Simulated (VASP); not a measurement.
# Ta2N (P-3m1) in VASP: further runs

The runs below take Ta2N through single point, with LDA.

Program: VASP 6.6.1. These are calculated values, not measurements. Logs are shortened: lines on timing, memory, paths and dates and some standing lists are left out, and cuts for length are marked.

**1. The cell of the first run**

Symmetry: P-3m1, No. 164, trigonal system. Conventional cell: a = 3.145 Å, b = 3.145 Å, c = 4.538 Å, α = 90.00°, β = 90.00°, γ = 120.00°. Ta (site symmetry 3m) has 3 N at 2.15 Å and 6 Ta at 2.88 to 2.93 Å within 3.0 Å. N (site symmetry -3m) has 6 Ta at 2.15 Å within 2.8 Å.

**2. Single point, LDA (12.96 Å³/atom)**

INCAR

```
PREC = Accurate
ENCUT = 700
EDIFF = 1E-6
ISMEAR = 0
SIGMA = 0.15
LREAL = False
LASPH = True
NELM = 120
ALGO = Normal
ISIF = 2
LWAVE = False
LCHARG = True
LELF = True
LVHAR = True
NBANDS = 22
GGA_COMPAT = False
```

KPOINTS

```
regular mesh
0
Gamma
  18 18 10
```

POSCAR

```
Ta2N
1.0
    3.1447949734      0.0000000000      0.0000000000
   -1.5723974867      2.7234723367      0.0000000000
    0.0000000000      0.0000000000      4.5379391466
Ta N
2 1
Direct
    0.6666666667      0.3333333333      0.7466885012
    0.3333333333      0.6666666667      0.2533114988
    0.0000000000      0.0000000000      0.0000000000
```

Potentials or basis: VASP PAW LDA potentials, release 64 (Ta_sv_GW, N).

The run is started by

```
cat potpaw_LDA.64/Ta_sv_GW/POTCAR potpaw_LDA.64/N/POTCAR > POTCAR
mpirun -np 1 vasp_std > vasp.out
```

OUTCAR:

```text
PREC = Accurate
   ENCUT = 700
   EDIFF = 1E-6
   ISMEAR = 0
   LREAL = False
   LASPH = True
   NELM = 120
   ISIF = 2

 ion  position               nearest neighbor table
   1  0.667  0.333  0.747-   3 2.15   3 2.15   3 2.15   2 2.88   2 2.88   2 2.88   2 2.93   2 2.93
                             2 2.93
   2  0.333  0.667  0.253-   3 2.15   3 2.15   3 2.15   1 2.88   1 2.88   1 2.88   1 2.93   1 2.93
                             1 2.93
   3  0.000  0.000  0.000-   1 2.15   2 2.15   1 2.15   2 2.15   1 2.15   2 2.15

  LATTYP: Found a hexagonal cell.
 ALAT       =     3.1447949734
 C/A-ratio  =     1.4430000000

  Lattice vectors:

 A1 = (   3.1447949734,   0.0000000000,   0.0000000000)
 A2 = (  -1.5723974867,   2.7234723367,   0.0000000000)
 A3 = (   0.0000000000,   0.0000000000,   4.5379391466)

Analysis of symmetry for initial positions (statically):
=====================================================================
 Subroutine PRICEL returns:
 Original cell was already a primitive cell.

 Routine SETGRP: Setting up the symmetry group for a
 hexagonal supercell.

 Subroutine GETGRP returns: Found 12 space group operations
 (whereof 12 operations were pure point group operations)
 out of a pool of 24 trial point group operations.

The static configuration has the point symmetry D_3d.

Analysis of symmetry for dynamics (positions and initial velocities):
=====================================================================
 Subroutine PRICEL returns:
 Original cell was already a primitive cell.

 Routine SETGRP: Setting up the symmetry group for a
 hexagonal supercell.

 Subroutine GETGRP returns: Found 12 space group operations
 (whereof 12 operations were pure point group operations)
 out of a pool of 24 trial point group operations.

The dynamic configuration has the point symmetry D_3d.

 Subroutine INISYM returns: Found 12 space group operations
 (whereof 12 operations are pure point group operations),
 and found     1 'primitive' translations

----------------------------------------------------------------------------------------

                                     Primitive cell

  volume of cell :      38.8664

  direct lattice vectors                    reciprocal lattice vectors
     3.144794973  0.000000000  0.000000000     0.317985754  0.183589161  0.000000000
    -1.572397487  2.723472337  0.000000000     0.000000000  0.367178321  0.000000000
     0.000000000  0.000000000  4.537939147     0.000000000  0.000000000  0.220364348

  length of vectors
     3.144794973  3.144794973  4.537939147     0.367178321  0.367178321  0.220364348

  position of ions in fractional coordinates (direct lattice)
     0.666666667  0.333333333  0.746688501
     0.333333333  0.666666667  0.253311499
     0.000000000  0.000000000  0.000000000

  ion indices of the primitive-cell ions
   primitive index   ion index
                 1           1
                 2           2
                 3           3

----------------------------------------------------------------------------------------

 KPOINTS: regular mesh

Automatic generation of k-mesh.
 Grid dimensions read from file:
 generate k-points for:   18   18   10

 Generating k-lattice:

  Cartesian coordinates                     Fractional coordinates (reciprocal lattice)
     0.017665875  0.010199398  0.000000000     0.055555556  0.000000000  0.000000000
     0.000000000  0.020398796  0.000000000     0.000000000  0.055555556  0.000000000
     0.000000000  0.000000000  0.022036435     0.000000000  0.000000000  0.100000000

  Length of vectors
     0.020398796  0.020398796  0.022036435

  Shift w.r.t. Gamma in fractional coordinates (k-lattice)
     0.000000000  0.000000000  0.000000000

 Subroutine IBZKPT returns following result:
 ===========================================

 Found    330 irreducible k-points:

 Following reciprocal coordinates:
            Coordinates               Weight
  0.000000  0.000000  0.000000      1.000000
  0.055556 -0.000000  0.000000      6.000000
  0.111111 -0.000000  0.000000      6.000000
  0.166667  0.000000  0.000000      6.000000
  0.222222 -0.000000  0.000000      6.000000
  0.277778  0.000000  0.000000      6.000000
[... 16 lines left out ...]
  0.333333  0.111111  0.000000     12.000000
  0.388889  0.111111  0.000000     12.000000
 [... further k-points ...]
   k-points           NKPTS =    330   k-points in BZ     NKDIM =    330   number of bands    NBANDS=     22
   number of dos      NEDOS =    301   number of ions     NIONS =      3
   total plane-waves  NPLWV =  31360
   dimension x,y,z NGX =    28 NGY =   28 NGZ =   40
   dimension x,y,z NGXF=    56 NGYF=   56 NGZF=   80
   ions per type =               2   1
   NGX,Y,Z   is equivalent  to a cutoff of  14.80, 14.80, 14.65 a.u.
   NGXF,Y,Z  is equivalent  to a cutoff of  29.60, 29.60, 29.31 a.u.
 SYSTEM =  unknown system
   PREC   = accura    normal or accurate (medium, high low for compatibility)
   ISTART =      0    job   : 0-new  1-cont  2-samecut
   ICHARG =      2    charge: 1-file 2-atom 10-const
   ISPIN  =      1    spin polarized calculation?
   LNONCOLLINEAR =      F non collinear calculations
   LSORBIT =      F    spin-orbit coupling
   LASPH  =      T    aspherical Exc in radial PAW
   ENCUT  =  700.0 eV  51.45 Ry    7.17 a.u.   6.78  6.78  9.79*2*pi/ulx,y,z
   NELM   =    120;   NELMIN=  2; NELMDL= -5     # of ELM steps
   EDIFF  = 0.1E-05   stopping-criterion for ELM
   LREAL  =      F    real-space projection
   EDIFFG = 0.1E-04   stopping-criterion for IOM
   NSW    =      0    number of steps for IOM
   IBRION =     -1    ionic relax: 0-MD 1-quasi-New 2-CG
   NFREE  =      0    steps in history (QN), initial steepest desc. (CG)
   ISIF   =      2    stress and relaxation
   ISYM   =      2    0-nonsym 1-usesym 2-fastsym
   POTIM  = 0.5000    time-step for ionic-motion
   TEBEG  =    0.0;   TEEND  =   0.0 temperature during run
   PSTRESS=    0.0 pullay stress
   NELECT =      31.0000    total number of electrons
   NUPDOWN=      -1.0000    fix difference up-down
   EMIN   =  10.00;   EMAX   =-10.00  energy-range for DOS
   EFERMI =   0.00;   METHOD = LEGACY
   ISMEAR =     0;   SIGMA  =   0.15  broadening in eV -4-tet -1-fermi 0-gaus
   EFERMI_NEDOS =   21; number of points for ismear=-14 and -15
   IALGO  =     38    algorithm
   IMIX   =      4    mixing-type and parameters
     AMIX     =   0.40;   BMIX     =  1.00
     AMIX_MAG =   1.60;   BMIX_MAG =  1.00
  volume/ion in A,a.u.               =      12.96        87.43
  Fermi-wavevector in a.u.,A,eV,Ry     =   1.518229  2.869038 31.361709  2.305021
  Thomas-Fermi vector in A             =   2.627378
   LORBIT       =      0    0 simple, 1 ext, 2 COOP (PROOUT), +10 PAW based schemes
   GGA     = CA    functional components
   LHFCALC =     F    Hartree Fock is set to
   AEXX    =    0.0000 exact exchange contribution
   IVDW    =     0    specifies the selected vdW correction
   LEPSILON=     F    determine dielectric tensor
   LRPA    =     F    only Hartree local field effects (RPA)
 non-spin polarized calculation
 Gauss-broadening in eV      SIGMA  =   0.15
  energy-cutoff  :      700.00
  volume of cell :       38.87
 maximum number of plane-waves:      1657
   NGX = 13   NGY = 13   NGZ = 19

 number of electron      31.0000001 magnetization

 Free energy of the ion-electron system (eV)
  ---------------------------------------------------
  ext. energy  EPLUGINS =         0.00000000
  ---------------------------------------------------
  free energy    TOTEN  =       -42.53727997 eV

  energy without entropy =      -42.52624730  energy(sigma->0) =      -42.53176363

 E-fermi :  12.1736     XC(G=0): -13.7380

 val. band max:       12.1446504835   @ k =   0.0000   0.0000   0.1000
 cond. band min:      12.1740247317   @ k =   0.1667   0.1667   0.0000
 fundamental gap:      0.0293742482
 Fermi energy:        12.1735699560

 k-point     1 :       0.0000    0.0000    0.0000
  band No.  band energies     occupation
      1     -55.8720      2.00000
      2     -55.7388      2.00000
      3     -23.2666      2.00000
      4     -22.4646      2.00000
      5     -22.4646      2.00000
      6     -22.2433      2.00000
[... 14 lines left out ...]
     21      13.5136      0.00000
     22      18.0505      0.00000

 k-point     2 :       0.0556   -0.0000    0.0000
  band No.  band energies     occupation
      1     -55.8701      2.00000
      2     -55.7387      2.00000
      3     -23.2555      2.00000
      4     -22.4824      2.00000
      5     -22.4727      2.00000
      6     -22.2617      2.00000
[... 14 lines left out ...]
     21      13.7212      0.00000
     22      18.0652      0.00000

 k-point     3 :       0.1111   -0.0000    0.0000
  band No.  band energies     occupation
      1     -55.8646      2.00000
      2     -55.7384      2.00000
      3     -23.2230      2.00000
      4     -22.5337      2.00000
      5     -22.4951      2.00000
      6     -22.3135      2.00000
[... 14 lines left out ...]
     21      14.4199      0.00000
     22      17.9913      0.00000

 k-point     4 :       0.1667    0.0000    0.0000
  band No.  band energies     occupation
      1     -55.8559      2.00000
      2     -55.7384      2.00000
      3     -23.1708      2.00000
      4     -22.6134      2.00000
      5     -22.5276      2.00000
      6     -22.3898      2.00000
[... 14 lines left out ...]
     21      15.4074      0.00000
     22      17.7418      0.00000

 k-point     5 :       0.2222   -0.0000    0.0000
  band No.  band energies     occupation
      1     -55.8448      2.00000
      2     -55.7388      2.00000
      3     -23.1025      2.00000
      4     -22.7121      2.00000
      5     -22.5652      2.00000
      6     -22.4786      2.00000
[... 417 lines left out ...]
 k-point    22 :       0.2778    0.1111    0.0000
  band No.  band energies     occupation
      1     -55.8155      2.00000
      2     -55.7433      2.00000
      3     -22.9496      2.00000
      4     -22.8724      2.00000
      5     -22.7357      2.00000
      6     -22.5763      2.00000
[... 14 lines left out ...]
     21      17.1993      0.00000
     22      17.6569      0.00000

 k-point    23 :       0.3333    0.1111    0.0000
  band No.  band energies     occupation
      1     -55.8037      2.00000
      2     -55.7468      2.00000
      3     -23.0066      2.00000
      4     -22.8112      2.00000
      5     -22.7526      2.00000
      6     -22.6376      2.00000
[... 14 lines left out ...]
     21      17.1028      0.00000
     22      17.5204      0.00000

 k-point    24 :       0.3889    0.1111    0.0000
  band No.  band energies     occupation
      1     -55.7947      2.00000
      2     -55.7505      2.00000
      3     -23.0556      2.00000
      4     -22.7636      2.00000
      5     -22.7358      2.00000
      6     -22.6862      2.00000
[... 14 lines left out ...]
     21      16.8976      0.00000
     22      17.5988      0.00000

 [... further k-points ...]
[... 5 lines left out ...]
  --------------------------------------------------------------------------------------
  -------------------------------------------------------------------------------------
  Total       -1.2512916     -1.2512916      3.7266767      0.0000000      0.0000000      0.0000000
  in kB      -51.5816395    -51.5816395    153.6237393      0.0000000      0.0000000      0.0000000
  external PRESSURE =      16.8201535 kB  Pullay stress =       0.0000000 kB

 VOLUME and BASIS-vectors are now :
 -----------------------------------------------------------------------------
  energy-cutoff  :      700.00
  volume of cell :       38.87
      direct lattice vectors                 reciprocal lattice vectors
     3.144794973  0.000000000  0.000000000     0.317985754  0.183589161  0.000000000
    -1.572397487  2.723472337  0.000000000     0.000000000  0.367178321  0.000000000
     0.000000000  0.000000000  4.537939147     0.000000000  0.000000000  0.220364348

 POSITION                                       TOTAL-FORCE (eV/Angst)
 -----------------------------------------------------------------------------------
      1.57240      0.90782      3.38843         0.000000      0.000000      0.548228
     -0.00000      1.81565      1.14951        -0.000000      0.000000     -0.548228
      0.00000      0.00000      0.00000         0.000000      0.000000      0.000000
 -----------------------------------------------------------------------------------
    total drift:                               -0.000000      0.000000      0.000000

  FREE ENERGIE OF THE ION-ELECTRON SYSTEM (eV)
  ---------------------------------------------------
  free  energy   TOTEN  =       -42.5372799681 eV

  energy  without entropy=      -42.5262473012  energy(sigma->0) =      -42.53176363
```

It took 6 min on 1 thread of Intel Xeon Platinum 8259CL at 2.50GHz (Skylake/Cascade Lake), shared host; peak memory 0.5 GiB.

What came out:

- Free energy: -42.5373 eV
- Pressure: 1.7 GPa
- Largest force: 0.548 eV/Å
- Band gap on the k mesh: zero (an odd number of electrons rules out a gap without spin polarisation)

Forces in eV/Å, atoms in the order of the input:
```
Ta   0.000  0.000  0.548
Ta   0.000  0.000 -0.548
N    0.000  0.000  0.000
```

Stress tensor (GPa, compression positive):
```
-5.16  0.00  0.00
 0.00 -5.16  0.00
 0.00  0.00 15.36
```

Levels at points of the mesh, in eV from the Fermi level:
```csv
k point,band 11,band 12,band 13,band 14,band 15,band 16,band 17,band 18,band 19,band 20
"(0.00, 0.00, 0.00)",-6.52,-6.52,-4.47,-0.24,-0.24,-0.16,-0.16,0.15,0.45,1.34
"(0.50, 0.00, 0.00)",-6.67,-6.22,-4.67,-2.66,-1.30,1.42,2.89,3.77,4.05,4.14
"(0.00, 0.00, 0.50)",-6.78,-6.78,-2.22,-2.06,-1.53,-1.53,2.15,2.30,2.64,2.64
"(0.50, 0.00, 0.50)",-6.48,-6.31,-3.04,-2.05,-1.97,0.31,0.58,2.85,3.21,3.88
```

Caveat: the stress differs along the axes, from -5 to 15 GPa; spin-orbit coupling is left out, which moves the levels of the heavy elements.

**3. Single point, LDA (13.65 Å³/atom)**

This run uses another cell than the first one, of 13.65 Å³/atom.

INCAR

```
PREC = Accurate ; ENCUT = 700
EDIFF = 1E-6 ; ISMEAR = 0
SIGMA = 0.15 ; LREAL = False
LASPH = True ; NELM = 120
ALGO = Normal ; ISIF = 2
LWAVE = False ; LCHARG = True
LELF = True ; LVHAR = True
NBANDS = 22 ; GGA_COMPAT = False
```

KPOINTS

```
Automatic mesh
0
Gamma
  18 18 10
```

POSCAR

```
Ta2N
1.0
    3.0876982060      0.0000000000      0.0000000000
   -1.5438491030      2.6740250856      0.0000000000
    0.0000000000      0.0000000000      4.9582257792
Ta N
2 1
Direct
    0.6666666667      0.3333333333      0.7466885012
    0.3333333333      0.6666666667      0.2533114988
    0.0000000000      0.0000000000      0.0000000000
```

Potentials or basis: VASP PAW LDA potentials, release 64 (Ta_sv_GW, N).

The run is started by

```
cat potpaw_LDA.64/Ta_sv_GW/POTCAR potpaw_LDA.64/N/POTCAR > POTCAR
mpirun -np 1 vasp_std > vasp.out
```

Run time: 5.3 min. Hardware: 1 thread of Intel Xeon Platinum 8375C at 2.90GHz (Ice Lake), shared host; peak memory 0.52 GiB.

Results (log left out):

* Free energy: -42.5661 eV
* Pressure: -13.9 GPa
* Largest force: 0.116 eV/Å
* Band gap on the k mesh: zero (an odd number of electrons rules out a gap without spin polarisation)

Forces in eV/Å, atoms in the order of the input:
```
Ta   0.000  0.000  0.116
Ta   0.000  0.000 -0.116
N    0.000  0.000  0.000
```

Stress tensor (GPa, compression positive):
```
-12.16   0.00   0.00
  0.00 -12.16   0.00
  0.00   0.00 -17.53
```

Levels at points of the mesh, in eV from the Fermi level:
| k point | band 12 | band 13 | band 14 | band 15 | band 16 | band 17 | band 18 | band 19 |
| --- | --- | --- | --- | --- | --- | --- | --- | --- |
| (0.00, 0.00, 0.00) | -5.92 | -4.81 | -0.88 | -0.26 | -0.26 | 0.33 | 0.43 | 0.43 |
| (0.50, 0.00, 0.00) | -6.25 | -4.48 | -2.43 | -1.23 | 1.47 | 2.10 | 3.78 | 3.90 |
| (0.00, 0.00, 0.50) | -6.08 | -2.93 | -2.66 | -1.02 | -1.02 | 1.66 | 2.09 | 2.21 |
| (0.50, 0.00, 0.50) | -6.01 | -3.34 | -1.99 | -1.98 | -0.28 | 0.85 | 3.41 | 3.65 |

Caveat: the stress differs along the axes, from -18 to -12 GPa; spin-orbit coupling is left out, which moves the levels of the heavy elements.

(Part 1 of 2 ends here.)

The gap in the log of VASP goes by the Fermi energy; the results here count the filled bands.